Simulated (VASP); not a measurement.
# Cs (Fmmm) in VASP: a series of runs

The runs below take Cs through single point, with PBE.

Everything below comes from runs of VASP 6.6.1. Logs are shortened: lines on timing, memory, paths and dates and some standing lists are left out, and cuts for length are marked.

## (1) The cell of the first run

Symmetry: Fmmm, No. 69, orthorhombic system. Conventional cell: a = 6.045 Å, b = 8.453 Å, c = 8.645 Å, α = 90.00°, β = 90.00°, γ = 90.00°.

## (2) Single point, PBE (strain +0.0225 x Voigt [0, 0, 0, 0, 1, 0])

Contents of INCAR:

```
PREC     = Accurate       # precision mode
ENCUT    = 520            # plane-wave cutoff, eV
EDIFF    = 1E-7           # SCF threshold, eV
ISMEAR   = 0              # smearing method
SIGMA    = 0.15           # smearing width, eV
LREAL    = F              # projectors in reciprocal space
LASPH    = T              # aspherical terms in the spheres
NELM     = 100            # most SCF steps
ALGO     = Fast           # electronic algorithm
ISIF     = 2              # what is computed and relaxed
LWAVE    = F              # write WAVECAR
LCHARG   = F              # write CHGCAR
GGA      = PE             # functional
NBANDS   = 10             # bands
```

Contents of KPOINTS:

```
Automatic mesh
0
Gamma
  12 12 12
```

Contents of POSCAR:

```
Cs
1.0
   -2.9884968750      3.0225000000      2.9884968750
    3.0565031250     -3.0225000000      3.0565031250
    2.9884968750      3.0225000000     -2.9884968750
Cs
1
Direct
    0.0000000000      0.0000000000      0.0000000000
```

Potentials or basis: VASP PAW PBE potentials, release 64 (Cs_sv).

Launch:

```sh
$ cat potpaw_PBE.64/Cs_sv/POTCAR > POTCAR
$ mpirun -np 1 vasp_std > vasp.out
```

OUTCAR:

```text
PREC = Accurate
   ENCUT = 520
   EDIFF = 1E-7
   ISMEAR = 0
   LREAL = F
   LASPH = T
   NELM = 100
   ISIF = 2
   GGA = PE

 ion  position               nearest neighbor table
   1  0.000  0.000  0.000-

  LATTYP: Found a face centered orthorhombic cell.
 ALAT       =     6.0450000000
 B/A-ratio  =     1.3983036598
 C/A-ratio  =     1.4301234649

  Lattice vectors:

 A1 = (  -0.0680062500,   0.0000000000,  -6.0450000000)
 A2 = (  -3.0565031250,   3.0225000000,  -3.0565031250)
 A3 = (   2.9884968750,   3.0225000000,  -2.9884968750)

Analysis of symmetry for initial positions (statically):
=====================================================================
 Subroutine PRICEL returns:
 Original cell was already a primitive cell.

 Routine SETGRP: Setting up the symmetry group for a
 face centered orthorhombic supercell.

 Subroutine GETGRP returns: Found  8 space group operations
 (whereof  8 operations were pure point group operations)
 out of a pool of  8 trial point group operations.

The static configuration has the point symmetry D_2h.

Analysis of symmetry for dynamics (positions and initial velocities):
=====================================================================
 Subroutine PRICEL returns:
 Original cell was already a primitive cell.

 Routine SETGRP: Setting up the symmetry group for a
 face centered orthorhombic supercell.

 Subroutine GETGRP returns: Found  8 space group operations
 (whereof  8 operations were pure point group operations)
 out of a pool of  8 trial point group operations.

The dynamic configuration has the point symmetry D_2h.

 Subroutine INISYM returns: Found  8 space group operations
 (whereof  8 operations are pure point group operations),
 and found     1 'primitive' translations

----------------------------------------------------------------------------------------

                                     Primitive cell

  volume of cell :     110.4343

  direct lattice vectors                    reciprocal lattice vectors
    -2.988496875  3.022500000  2.988496875    -0.001861278  0.165425972  0.165446911
     3.056503125 -3.022500000  3.056503125     0.163585634  0.000000000  0.163585634
     2.988496875  3.022500000 -2.988496875     0.165446911  0.165425972 -0.001861278

  length of vectors
     5.195934314  5.274460063  5.195934314     0.233969863  0.231345022  0.233969863

  position of ions in fractional coordinates (direct lattice)
     0.000000000  0.000000000  0.000000000

  ion indices of the primitive-cell ions
   primitive index   ion index
                 1           1

----------------------------------------------------------------------------------------

 KPOINTS: Automatic mesh

Automatic generation of k-mesh.
 Grid dimensions read from file:
 generate k-points for:   12   12   12

 Generating k-lattice:

  Cartesian coordinates                     Fractional coordinates (reciprocal lattice)
    -0.000155106  0.013785498  0.013787243     0.083333333 -0.000000000  0.000000000
     0.013632136  0.000000000  0.013632136     0.000000000  0.083333333  0.000000000
     0.013787243  0.013785498 -0.000155106     0.000000000 -0.000000000  0.083333333

  Length of vectors
     0.019497489  0.019278752  0.019497489

  Shift w.r.t. Gamma in fractional coordinates (k-lattice)
     0.000000000  0.000000000  0.000000000

 Subroutine IBZKPT returns following result:
 ===========================================

 Found    280 irreducible k-points:

 Following reciprocal coordinates:
            Coordinates               Weight
  0.000000  0.000000  0.000000      1.000000
  0.083333 -0.000000  0.000000      8.000000
  0.166667 -0.000000  0.000000      8.000000
  0.250000 -0.000000  0.000000      8.000000
  0.333333 -0.000000  0.000000      8.000000
  0.416667 -0.000000  0.000000      8.000000
[... 16 lines left out ...]
  0.333333  0.166667  0.000000      8.000000
  0.416667  0.166667  0.000000      8.000000
 [... further k-points ...]
   k-points           NKPTS =    280   k-points in BZ     NKDIM =    280   number of bands    NBANDS=     10
   number of dos      NEDOS =    301   number of ions     NIONS =      1
   total plane-waves  NPLWV =  64000
   dimension x,y,z NGX =    40 NGY =   40 NGZ =   40
   dimension x,y,z NGXF=    80 NGYF=   80 NGZF=   80
   ions per type =               1
   NGX,Y,Z   is equivalent  to a cutoff of  12.80, 12.61, 12.80 a.u.
   NGXF,Y,Z  is equivalent  to a cutoff of  25.60, 25.22, 25.60 a.u.
 SYSTEM =  unknown system
   PREC   = accura    normal or accurate (medium, high low for compatibility)
   ISTART =      0    job   : 0-new  1-cont  2-samecut
   ICHARG =      2    charge: 1-file 2-atom 10-const
   ISPIN  =      1    spin polarized calculation?
   LNONCOLLINEAR =      F non collinear calculations
   LSORBIT =      F    spin-orbit coupling
   LASPH  =      T    aspherical Exc in radial PAW
   ENCUT  =  520.0 eV  38.22 Ry    6.18 a.u.   9.66  9.81  9.66*2*pi/ulx,y,z
   NELM   =    100;   NELMIN=  2; NELMDL= -5     # of ELM steps
   EDIFF  = 0.1E-06   stopping-criterion for ELM
   LREAL  =      F    real-space projection
   EDIFFG = 0.1E-05   stopping-criterion for IOM
   NSW    =      0    number of steps for IOM
   IBRION =     -1    ionic relax: 0-MD 1-quasi-New 2-CG
   NFREE  =      0    steps in history (QN), initial steepest desc. (CG)
   ISIF   =      2    stress and relaxation
   ISYM   =      2    0-nonsym 1-usesym 2-fastsym
   POTIM  = 0.5000    time-step for ionic-motion
   TEBEG  =    0.0;   TEEND  =   0.0 temperature during run
   PSTRESS=    0.0 pullay stress
   NELECT =       9.0000    total number of electrons
   NUPDOWN=      -1.0000    fix difference up-down
   EMIN   =  10.00;   EMAX   =-10.00  energy-range for DOS
   EFERMI =   0.00;   METHOD = LEGACY
   ISMEAR =     0;   SIGMA  =   0.15  broadening in eV -4-tet -1-fermi 0-gaus
   EFERMI_NEDOS =   21; number of points for ismear=-14 and -15
   IALGO  =     68    algorithm
   IMIX   =      4    mixing-type and parameters
     AMIX     =   0.40;   BMIX     =  1.00
     AMIX_MAG =   1.60;   BMIX_MAG =  1.00
  volume/ion in A,a.u.               =     110.43       745.25
  Fermi-wavevector in a.u.,A,eV,Ry     =   0.709776  1.341281  6.854361  0.503781
  Thomas-Fermi vector in A             =   1.796447
   LORBIT       =      0    0 simple, 1 ext, 2 COOP (PROOUT), +10 PAW based schemes
   GGA     = PE    functional components
   LHFCALC =     F    Hartree Fock is set to
   AEXX    =    0.0000 exact exchange contribution
   IVDW    =     0    specifies the selected vdW correction
   LEPSILON=     F    determine dielectric tensor
   LRPA    =     F    only Hartree local field effects (RPA)
 non-spin polarized calculation
 RMM-DIIS sequential band-by-band and
 Gauss-broadening in eV      SIGMA  =   0.15
  energy-cutoff  :      520.00
  volume of cell :      110.43
 maximum number of plane-waves:      2992
   NGX = 19   NGY = 19   NGZ = 19

 number of electron       8.9999999 magnetization

 Free energy of the ion-electron system (eV)
  ---------------------------------------------------
  ext. energy  EPLUGINS =         0.00000000
  ---------------------------------------------------
  free energy    TOTEN  =        -0.85452680 eV

  energy without entropy =       -0.83826484  energy(sigma->0) =       -0.84639582

 E-fermi :   0.5572     XC(G=0):  -5.5098

 val. band max:        0.5529301492   @ k =   0.0833   0.4167   0.0000
 cond. band min:       0.5592366519   @ k =   0.1667   0.3333  -0.0000
 fundamental gap:      0.0063065026
 Fermi energy:         0.5572454267

 k-point     1 :       0.0000    0.0000    0.0000
  band No.  band energies     occupation
      1     -23.2790      2.00000
      2     -10.0179      2.00000
      3     -10.0153      2.00000
      4     -10.0129      2.00000
      5      -1.1620      2.00000
      6       3.0256      0.00000
      7       3.0670      0.00000
      8       3.1236      0.00000
      9       3.9622      0.00000
     10       3.9700      0.00000

 k-point     2 :       0.0833   -0.0000    0.0000
  band No.  band energies     occupation
      1     -23.2785      2.00000
      2     -10.0265      2.00000
      3     -10.0195      2.00000
      4     -10.0146      2.00000
      5      -1.0817      2.00000
      6       2.9631      0.00000
      7       3.0136      0.00000
      8       3.1594      0.00000
      9       3.8238      0.00000
     10       3.9515      0.00000

 k-point     3 :       0.1667   -0.0000    0.0000
  band No.  band energies     occupation
      1     -23.2770      2.00000
      2     -10.0561      2.00000
      3     -10.0288      2.00000
      4     -10.0151      2.00000
      5      -0.8494      2.00000
      6       2.7106      0.00000
      7       2.7775      0.00000
      8       3.3912      0.00000
      9       3.7316      0.00000
     10       3.9326      0.00000

 k-point     4 :       0.2500   -0.0000    0.0000
  band No.  band energies     occupation
      1     -23.2749      2.00000
      2     -10.0960      2.00000
      3     -10.0416      2.00000
      4     -10.0153      2.00000
      5      -0.4910      2.00000
      6       2.2995      0.00000
      7       2.5496      0.00000
      8       3.7752      0.00000
      9       3.8105      0.00000
     10       3.9678      0.00000

 k-point     5 :       0.3333   -0.0000    0.0000
  band No.  band energies     occupation
      1     -23.2729      2.00000
      2     -10.1351      2.00000
      3     -10.0544      2.00000
      4     -10.0154      2.00000
      5      -0.0553      2.00000
      6       1.9184      0.00000
      7       2.3601      0.00000
      8       3.9004      0.00000
      9       4.0684      0.00000
     10       4.3133      0.00000

 k-point     6 :       0.4167   -0.0000    0.0000
  band No.  band energies     occupation
      1     -23.2714      2.00000
      2     -10.1632      2.00000
      3     -10.0638      2.00000
      4     -10.0155      2.00000
      5       0.3670      1.92719
      6       1.6181      0.00000
      7       2.2377      0.00000
      8       3.8715      0.00000
      9       4.2697      0.00000
     10       4.9366      0.00000
[... 183 lines left out ...]
 k-point    21 :       0.1667    0.1667    0.0000
  band No.  band energies     occupation
      1     -23.2742      2.00000
      2     -10.1063      2.00000
      3     -10.0458      2.00000
      4     -10.0228      2.00000
      5      -0.2956      2.00000
      6       2.1613      0.00000
      7       2.3828      0.00000
      8       3.6712      0.00000
      9       3.9826      0.00000
     10       4.2790      0.00000

 k-point    22 :       0.2500    0.1667    0.0000
  band No.  band energies     occupation
      1     -23.2724      2.00000
      2     -10.1318      2.00000
      3     -10.0635      2.00000
      4     -10.0251      2.00000
      5       0.1332      1.99994
      6       1.8754      0.00000
      7       2.1987      0.00000
      8       3.7511      0.00000
      9       4.2651      0.00000
     10       4.4311      0.00000

 k-point    23 :       0.3333    0.1667    0.0000
  band No.  band energies     occupation
      1     -23.2710      2.00000
      2     -10.1508      2.00000
      3     -10.0773      2.00000
      4     -10.0260      2.00000
      5       0.5709      0.89722
      6       1.6156      0.00000
      7       2.0687      0.00000
      8       3.7506      0.00000
      9       4.2884      0.00000
     10       4.7745      0.00000

 k-point    24 :       0.4167    0.1667    0.0000
  band No.  band energies     occupation
      1     -23.2705      2.00000
      2     -10.1599      2.00000
      3     -10.0814      2.00000
      4     -10.0261      2.00000
      5       0.8220      0.01256
      6       1.4502      0.00000
      7       2.0215      0.00000
      8       3.6788      0.00000
      9       4.3941      0.00000
     10       4.8121      0.00000

 [... further k-points ...]

------------------------ aborting loop because EDIFF is reached ----------------------------------------

  FORCE on cell =-STRESS in cart. coord.  units (eV):
  Direction    XX          YY          ZZ          XY          YZ          ZX
  --------------------------------------------------------------------------------------
  -------------------------------------------------------------------------------------
  Total        0.0800820      0.0809649      0.0800820      0.0000000      0.0000000     -0.0233607
  in kB        1.1618269      1.1746366      1.1618269      0.0000000      0.0000000     -0.3389168
  external PRESSURE =       1.1660968 kB  Pullay stress =       0.0000000 kB

 VOLUME and BASIS-vectors are now :
 -----------------------------------------------------------------------------
  energy-cutoff  :      520.00
  volume of cell :      110.43
      direct lattice vectors                 reciprocal lattice vectors
    -2.988496875  3.022500000  2.988496875    -0.001861278  0.165425972  0.165446911
     3.056503125 -3.022500000  3.056503125     0.163585634  0.000000000  0.163585634
     2.988496875  3.022500000 -2.988496875     0.165446911  0.165425972 -0.001861278

 POSITION                                       TOTAL-FORCE (eV/Angst)
 -----------------------------------------------------------------------------------
      0.00000      0.00000      0.00000        -0.000000      0.000000      0.000000
 -----------------------------------------------------------------------------------
    total drift:                               -0.000000      0.000000     -0.000000

  FREE ENERGIE OF THE ION-ELECTRON SYSTEM (eV)
  ---------------------------------------------------
  free  energy   TOTEN  =        -0.8545268007 eV

  energy  without entropy=       -0.8382648388  energy(sigma->0) =       -0.84639582
```

Run time: 100 s. Hardware: 1 thread of Intel Xeon 6975P-C (Granite Rapids), shared host; peak memory 0.45 GiB.

What came out:

| Property | Result |
| --- | --- |
| Free energy | -0.8545 eV |
| Pressure | 0.1 GPa |
| Band gap on the k mesh | zero (an odd number of electrons rules out a gap without spin polarisation) |

Caveat: the cell differs from its parent crystal (strain +0.0225 x Voigt [0, 0, 0, 0, 1, 0]); spin-orbit coupling is left out, which moves the levels of the heavy elements.

## (3) Single point, PBE (strain +0.0075 x Voigt [0, 0, 0, 0, 1, 0])

Contents of INCAR:

```
PREC     = Accurate       # precision mode
ENCUT    = 520            # plane-wave cutoff, eV
EDIFF    = 1E-7           # SCF threshold, eV
ISMEAR   = 0              # smearing method
SIGMA    = 0.15           # smearing width, eV
LREAL    = False          # projectors in reciprocal space
LASPH    = True           # aspherical terms in the spheres
NELM     = 80             # most SCF steps
ALGO     = Fast           # electronic algorithm
ISIF     = 2              # what is computed and relaxed
LWAVE    = False          # write WAVECAR
LCHARG   = False          # write CHGCAR
GGA      = PE             # functional
NBANDS   = 10             # bands
```

Contents of KPOINTS:

```
regular mesh
0
Gamma
  12 12 12
```

Contents of POSCAR:

```
Cs
1.0
   -3.0111656250      3.0225000000      3.0111656250
    3.0338343750     -3.0225000000      3.0338343750
    3.0111656250      3.0225000000     -3.0111656250
Cs
1
Direct
    0.0000000000      0.0000000000      0.0000000000
```

Potentials or basis: VASP PAW PBE potentials, release 64 (Cs_sv).

Launch:

```sh
$ cat potpaw_PBE.64/Cs_sv/POTCAR > POTCAR
$ mpirun -np 1 vasp_std > vasp.out
```

Wall time 96 s (1 thread of Intel Xeon 6975P-C (Granite Rapids), shared host); peak memory 0.45 GiB.

The run converged. Its results:

| Property | Result |
| --- | --- |
| Free energy | -0.8548 eV |
| Pressure | 0.1 GPa |
| Band gap on the k mesh | zero (an odd number of electrons rules out a gap without spin polarisation) |

Levels at points of the mesh, in eV from the Fermi level:
```tsv
k point	band 1	band 2	band 3	band 4	band 5	band 6	band 7	band 8
(0.00, 0.00, 0.00)	-23.84	-10.57	-10.57	-10.57	-1.72	2.50	2.52	2.53
(0.50, 0.00, 0.00)	-23.83	-10.73	-10.62	-10.57	0.02	0.92	1.64	3.26
(0.00, 0.50, 0.00)	-23.83	-10.73	-10.62	-10.57	0.01	0.90	1.64	3.27
(0.50, 0.00, 0.50)	-23.83	-10.73	-10.63	-10.57	0.03	0.93	1.64	3.24
(0.50, 0.50, 0.50)	-23.82	-10.69	-10.68	-10.68	0.61	0.61	3.11	3.12
```

Caveat: the cell differs from its parent crystal (strain +0.0075 x Voigt [0, 0, 0, 0, 1, 0]); spin-orbit coupling is left out, which moves the levels of the heavy elements.

## (4) Single point, PBE (strain +0.0450 x Voigt [0, 0, 0, 0, 1, 0])

Contents of INCAR:

```
SYSTEM = Cs
ALGO = Fast
EDIFF = 1E-6
ENCUT = 520
GGA = PE
ISIF = 2
ISMEAR = 0
LASPH = .TRUE.
LCHARG = .FALSE.
LREAL = .FALSE.
LWAVE = .FALSE.
NBANDS = 10
NELM = 60
PREC = Accurate
SIGMA = 0.15
```

Contents of KPOINTS:

```
k-points
0
G
  12 12 12
  0 0 0
```

Contents of POSCAR:

```
Cs
1.0
   -2.9544937500      3.0225000000      2.9544937500
    3.0905062500     -3.0225000000      3.0905062500
    2.9544937500      3.0225000000     -2.9544937500
Cs
1
Direct
    0.0000000000      0.0000000000      0.0000000000
```

Launch:

```sh
$ cat potpaw_PBE.64/Cs_sv/POTCAR > POTCAR
$ mpirun -np 1 vasp_std > vasp.out
```

Run time: 4.7 min. Hardware: 1 thread of AMD EPYC 7R13, shared host; peak memory 0.42 GiB.

It converged, with:

- Free energy: -0.8537 eV
- Pressure: 0.1 GPa
- Band gap on the k mesh: zero (an odd number of electrons rules out a gap without spin polarisation)

Stress tensor (GPa, compression positive):
```
 0.11  0.00 -0.07
 0.00  0.12  0.00
-0.07  0.00  0.11
```

Levels at points of the mesh, in eV from the Fermi level:
```
           k point  band 1  band 2  band 3  band 4  band 5  band 6  band 7  band 8
(0.00, 0.00, 0.00)  -23.84  -10.58  -10.57  -10.57   -1.72    2.42    2.49    2.62
(0.50, 0.00, 0.00)  -23.83  -10.73  -10.62  -10.57    0.02    0.92    1.63    3.26
(0.00, 0.50, 0.00)  -23.83  -10.72  -10.62  -10.57   -0.04    0.82    1.63    3.37
(0.50, 0.00, 0.50)  -23.83  -10.74  -10.64  -10.58    0.07    1.02    1.64    3.15
(0.50, 0.50, 0.50)  -23.82  -10.70  -10.69  -10.67    0.61    0.62    3.08    3.12
```

Caveat: the cell differs from its parent crystal (strain +0.0450 x Voigt [0, 0, 0, 0, 1, 0]); spin-orbit coupling is left out, which moves the levels of the heavy elements.

(Part 1 of 2 ends here.)

The gap in the log of VASP goes by the Fermi energy; the results here count the filled bands.